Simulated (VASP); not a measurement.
Set up this calculation in VASP 6.6.1, as the native input.

* Task: single point
* Functional: PBE
* Potentials or basis: VASP PAW PBE potentials, release 64 (Ba_sv, Ge_d, W_sv)
* Cutoff: 520 eV
* k mesh: 3 × 3 × 6
* Occupations: gaussian, width 0.1 eV
* Spin: no spin polarisation
* Dipole correction: no
* Further INCAR settings: ALGO = Normal; EDIFF = 1e-06; NBANDS = 49

The structure of BaGe3W2 lies in POSCAR:

```
BaGe3W2
1.0
    6.3312268400      0.0000000000      0.0000000000
   -3.1656134200      5.4830032800      0.0000000000
    0.0000000000      0.0000000000      3.4262172300
Ba Ge W
1 3 2
Direct
    0.0000000000      0.0000000000      0.0000000000
    0.5000000000      0.0000000000      0.5000000000
    0.5000000000      0.5000000000      0.5000000000
    0.0000000000      0.5000000000      0.5000000000
    0.3333333300      0.6666666700      0.0000000000
    0.6666666700      0.3333333300      0.0000000000
```

The cell was built from a structure type or drawn by symmetry, and may not be a known phase.

These files were run (other wordings do the same):

INCAR

```
ALGO     = Normal         # electronic algorithm
EDIFF    = 1E-6           # SCF threshold, eV
ENCUT    = 520            # plane-wave cutoff, eV
GGA      = PE             # functional
ISIF     = 2              # what is computed and relaxed
ISMEAR   = 0              # smearing method
LASPH    = True           # aspherical terms in the spheres
LCHARG   = False          # write CHGCAR
LREAL    = False          # projectors in reciprocal space
LWAVE    = False          # write WAVECAR
NBANDS   = 49             # bands
NELM     = 100            # most SCF steps
PREC     = Accurate       # precision mode
SIGMA    = 0.1            # smearing width, eV
```

KPOINTS

```
k-points
0
Gamma
  3 3 6
```

Potentials or basis: VASP PAW PBE potentials, release 64 (Ba_sv, Ge_d, W_sv).

Command:

```sh
$ cat potpaw_PBE.64/Ba_sv/POTCAR potpaw_PBE.64/Ge_d/POTCAR potpaw_PBE.64/W_sv/POTCAR > POTCAR
$ mpirun -np 1 vasp_std > vasp.out
```

It gave:

* Pressure: 12.1 GPa
* Band gap on the k mesh: zero (bands 40 and 41 overlap by 0.58 eV)

Caveat: the k points lie up to 0.38 Å⁻¹ apart, too coarse for converged energies and pressures of a metal; spin-orbit coupling is left out, which moves the levels of the heavy elements.

Run time: 39 s on 1 thread of Intel(R) Xeon(R) 6975P-C (Granite Rapids) (shared host), peak memory 0.27 GiB.
